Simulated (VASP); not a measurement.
Crystal: Nb.

```
Nb
1.0
     0.00000    2.11500    2.11500
     2.11500    0.00000    2.11500
     2.11500    2.11500    0.00000
Nb
1
Direct
  0.00000 0.00000 0.00000
```

- Program: VASP 6.6.1
- Task: relaxation of cell and atoms
- Functional: PBEsol
- Dispersion: D4
- Potentials or basis: VASP PAW PBE potentials, release 64 (Nb_sv)
- Cutoff: 600 eV
- k mesh: 11 × 11 × 11
- Occupations: fermi-dirac, width 0.05 eV
- Spin: no spin polarisation

At the start: pressure -9.1 GPa; volume 18.92 Å³/atom.

Q: How do energy, volume and symmetry change on relaxing?

A: Over 5 steps the energy falls by 30.9 meV/atom and the volume is 17.88 Å³/atom (-5.5 %); space group Fm-3m (No. 225, to 0.05 Å).

Step by step:
```
step  energy change (eV)  largest force (eV/Å)  pressure (GPa)  volume (Å³)
   1              0.0000                0.0000           -9.13        18.92
   2              0.0838                0.0000           22.40        16.12
   3             -0.0309                0.0000           -0.29        17.92
   4             -0.0309                0.0000           -0.10        17.90
   5             -0.0309                0.0000            0.07        17.88
```

Final structure:
```
Nb
1.0
     0.00000    2.07528    2.07528
     2.07528    0.00000    2.07528
     2.07528    2.07528    0.00000
Nb
1
Direct
  0.00000 0.00000 0.00000
```

Caveat: the PAW data sets were made with another functional, which shifts forces and pressure a little; pairwise dispersion overbinds metals, which lowers pressure and volume.
